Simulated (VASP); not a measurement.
A run of VASP 6.6.1 is set up as follows.

Contents of POSCAR:

```
Sn
1.0
    0.0000000000      3.1138351418      3.1138351418
    3.1138351418      0.0000000000      3.1138351418
    3.1138351418      3.1138351418      0.0000000000
Sn
2
Direct
    0.7500000000      0.7500000000      0.7500000000
    0.5000000000      0.5000000000      0.5000000000
```

The input INCAR.step1:

```
PREC = Accurate ; ENCUT = 550
ISMEAR = -1 ; SIGMA = 0.05
LREAL = False ; LASPH = True
NELM = 120 ; NBANDS = 21
GGA = PE ; ALGO = Normal
EDIFF = 1E-5 ; LWAVE = True
LCHARG = False ; GGA_COMPAT = False
```

Contents of INCAR.step2:

```
PREC = Accurate ; ENCUT = 550
EDIFF = 1E-6 ; ISMEAR = -1
SIGMA = 0.05 ; LREAL = False
LASPH = True ; NELM = 120
ALGO = Normal ; ISIF = 2
LWAVE = False ; LCHARG = True
METAGGA = R2SCAN ; LMIXTAU = True
LELF = True ; LVHAR = True
NBANDS = 21 ; ISTART = 1
GGA_COMPAT = False
```

The input KPOINTS:

```
regular mesh
0
Gamma
  7 7 7
```

Potentials or basis: VASP PAW PBE potentials, release 64 (Sn_d).

The run is started by

```console
$ cat potpaw_PBE.64/Sn_d/POTCAR > POTCAR
$ cp INCAR.step1 INCAR
$ mpirun -np 1 vasp_std > vasp.out
$ cp INCAR.step2 INCAR
$ mpirun -np 1 vasp_std > vasp.out
```

Problem. Predict the pressure.

Solution. 10.0 GPa.

Problem. What does it give for the band gap on the k mesh?

Solution. 0.47 eV (least direct gap 0.58 eV).

Caveat: the cell stands under pressure; the PAW data sets were made with another functional, which shifts forces and pressure a little; spin-orbit coupling is left out, which moves the levels of the heavy elements; an odd mesh through Γ misses points on the zone boundary, where band edges can lie.
